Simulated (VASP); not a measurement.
Ni3Os:

```
CELL_PARAMETERS angstrom
3.46304 0.00000 0.00000
0.00000 3.46304 0.00000
0.00000 0.00000 3.46304
ATOMIC_POSITIONS crystal
Ni 0.00000 0.50000 0.50000
Ni 0.50000 0.00000 0.50000
Ni 0.50000 0.50000 0.00000
Os 0.00000 0.00000 0.00000
```

| Quantity | Value |
| --- | --- |
| Program | VASP 6.6.1 |
| Task | relaxation of cell and atoms |
| Functional | PBE |
| Potentials or basis | VASP PAW PBE potentials, release 64 (Ni, Os) |
| Cutoff | 600 eV |
| k mesh | 6 × 6 × 6 |
| Occupations | gaussian, width 0.1 eV |
| Spin | no spin polarisation |

At the start: pressure 41.6 GPa; volume 10.38 Å³/atom.

Problem. Where does the relaxation end?

Solution. Over 6 steps the energy falls by 156.0 meV/atom and the volume is 11.76 Å³/atom (+13.3 %); space group Pm-3m (No. 221, to 0.1 Å) before and after.

The path:
| step | energy change (eV) | largest force (eV/Å) | pressure (GPa) | volume (Å³) |
| --- | --- | --- | --- | --- |
| 1 | 0.0000 | 0.0000 | 41.59 | 41.53 |
| 2 | 1.9813 | 0.0000 | -29.53 | 59.93 |
| 3 | 0.1715 | 0.0000 | -10.32 | 50.06 |
| 4 | -0.5708 | 0.0000 | -4.84 | 48.00 |
| 5 | -0.5825 | 0.0000 | 2.52 | 46.55 |
| 6 | -0.6240 | 0.0000 | -0.20 | 47.03 |

Final structure:
```xyz
4
Lattice="3.6097 0.0000 0.0000 0.0000 3.6097 0.0000 0.0000 0.0000 3.6097" Properties=species:S:1:pos:R:3 pbc="T T T"
Ni    0.0000    1.8049    1.8049
Ni    1.8049    0.0000    1.8049
Ni    1.8049    1.8049    0.0000
Os    0.0000    0.0000    0.0000
```
